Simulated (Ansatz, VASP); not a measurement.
**Two plane-wave programs on InSb**

The input INCAR:

```
PREC     = Accurate       # precision mode
ENCUT    = 520            # plane-wave cutoff, eV
EDIFF    = 1E-6           # SCF threshold, eV
ISMEAR   = 0              # smearing method
SIGMA    = 0.15           # smearing width, eV
LREAL    = F              # projectors in reciprocal space
LASPH    = T              # aspherical terms in the spheres
NELM     = 60             # most SCF steps
ALGO     = Normal         # electronic algorithm
ISIF     = 2              # what is computed and relaxed
LWAVE    = F              # write WAVECAR
LCHARG   = F              # write CHGCAR
GGA      = PS             # functional
NBANDS   = 16             # bands
```

KPOINTS

```
Automatic mesh
0
Gamma
  18 18 18
```

The input POSCAR:

```
InSb
1.0
    0.0000000000      3.0677107021      3.6812528426
    3.0677107021      0.0000000000      3.6812528426
    3.0677107021      3.0677107021      0.0000000000
In Sb
1 1
Direct
    0.0000000000      0.0000000000      0.0000000000
    0.7500000000      0.7500000000      0.7500000000
```

Input for Ansatz:

```yaml
crystal:
  lattice:
    - [0.0, 3.0677107021, 3.6812528426]
    - [3.0677107021, 0.0, 3.6812528426]
    - [3.0677107021, 3.0677107021, 0.0]
  atoms:
    - { symbol: In, position: [0.0, 0.0, 0.0] }
    - { symbol: Sb, position: [0.75, 0.75, 0.75] }
basis:
  ecutwfc: 420
kpoints:
  mp_grid: { grid: [18, 18, 18] }
hamiltonian:
  xc: pbesol
scf:
  occupations: { method: gaussian, width: 0.15 }
output:
  forces: true
  stress: true
  eigenvalues: true
```

Alike in both runs: task single point; functional PBEsol; k mesh 18 × 18 × 18; occupations gaussian, width 0.15 eV; no spin polarisation.

|  | VASP | Ansatz |
| --- | --- | --- |
| version | VASP 6.6.1 | Ansatz 0.2.0 |
| potentials or method | VASP PAW PBE potentials, release 64 (In_d, Sb), cutoff 520 eV | scalar-relativistic, plane waves, PAW |
| valence electrons in the cell | 18 | 28 |

```tsv
	VASP	Ansatz	Ansatz less VASP
gap on the k mesh at the Fermi level (eV)	none	none	-
pressure (GPa)	-0.3	-0.3	-0.01
traceless stress, the component that is largest in VASP (GPa)	-4.28	-4.28	+0.002
```

VASP's potentials were made for PBE, not for PBEsol. A gap of «none» marks a metal or a gap that the smearing closes. The functional is the same, so the differences come from potentials, cutoffs and numerics. VASP's potentials hold 18 valence electrons a cell and Ansatz's 28, so a difference there can come from the potentials and not from the codes.

Spin-orbit coupling is off throughout.
